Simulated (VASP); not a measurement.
Here is a VASP 6.6.1 calculation.

File INCAR:

```
SYSTEM = HfB2
PREC = Accurate
ENCUT = 600
EDIFF = 1E-7
ISMEAR = 0
SIGMA = 0.1
LREAL = .False.
LASPH = .True.
NELM = 100
ALGO = Normal
ISIF = 3
LWAVE = .False.
LCHARG = .False.
GGA = PE
IBRION = 2
NSW = 100
EDIFFG = -0.01
```

KPOINTS

```
regular mesh
0
Gamma
  8 8 10
  0 0 0
```

The input POSCAR:

```
HfB2
1.0
    4.9732817974      0.0000000000      0.0000000000
    0.0000000000      4.9732817974      0.0000000000
    0.0000000000      0.0000000000      4.1261201109
Hf B
2 4
Direct
    0.5000000000      0.5000000000      0.5000000000
    0.0000000000      0.0000000000      0.0000000000
    0.1714773677      0.1714773677      0.5000000000
    0.8285226323      0.8285226323      0.5000000000
    0.8285226323      0.1714773677      0.5000000000
    0.1714773677      0.8285226323      0.5000000000
```

Potentials or basis: VASP PAW PBE potentials, release 64 (Hf_pv, B).

Launch:

```console
$ cat potpaw_PBE.64/Hf_pv/POTCAR potpaw_PBE.64/B/POTCAR > POTCAR
$ mpirun -np 1 vasp_std > vasp.out
```

Question: Predict the space group after relaxing (to 0.1 Å).

Answer: P4/mmm (No. 123).

Question: Predict the relaxed volume.

Answer: 17.01 Å³/atom.

Question: What does it give for the band gap on the k mesh?

Answer: Zero (bands 16 and 17 overlap by 0.94 eV).

Question: Estimate the relaxed cell.

Answer: a = 4.975 Å, b = 4.975 Å, c = 4.125 Å, α = 90.00°, β = 90.00°, γ = 90.00°.

Forces on the atoms (eV/Å):
```
Hf   0.000  0.000  0.000
Hf   0.000  0.000  0.000
B    0.006  0.006  0.000
B   -0.006 -0.006  0.000
B   -0.006  0.006  0.000
B    0.006 -0.006  0.000
```

Caveat: spin-orbit coupling is left out, which moves the levels of the heavy elements.
